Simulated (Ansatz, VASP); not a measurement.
One calculation of BP, two programs

```
B P
1.0
     0.00000    2.31867    2.31867
     2.31867    0.00000    2.31867
     2.31867    2.31867    0.00000
B P
1 1
Direct
  0.00000 0.00000 0.00000
  0.25000 0.25000 0.25000
```

Alike in both runs: task single point; functional PBE; k mesh 10 × 10 × 10; occupations gaussian, width 0.02 eV; no spin polarisation.

|  | VASP | Ansatz |
| --- | --- | --- |
| version | VASP 6.6.1 | Ansatz 0.2.0 |
| potentials or method | VASP PAW PBE potentials, release 64 (B, P), cutoff 500 eV | scalar-relativistic, all-electron LAPW |

```tsv
	VASP	Ansatz	Ansatz less VASP
gap on the k mesh at the Fermi level (eV)	1.33	1.33	+0.006
least direct gap on the mesh (eV)	3.31	3.32	+0.005
pressure (GPa)	-8.6	-8.4	+0.14
```

Ansatz ran all-electron here, and VASP with PAW potentials.
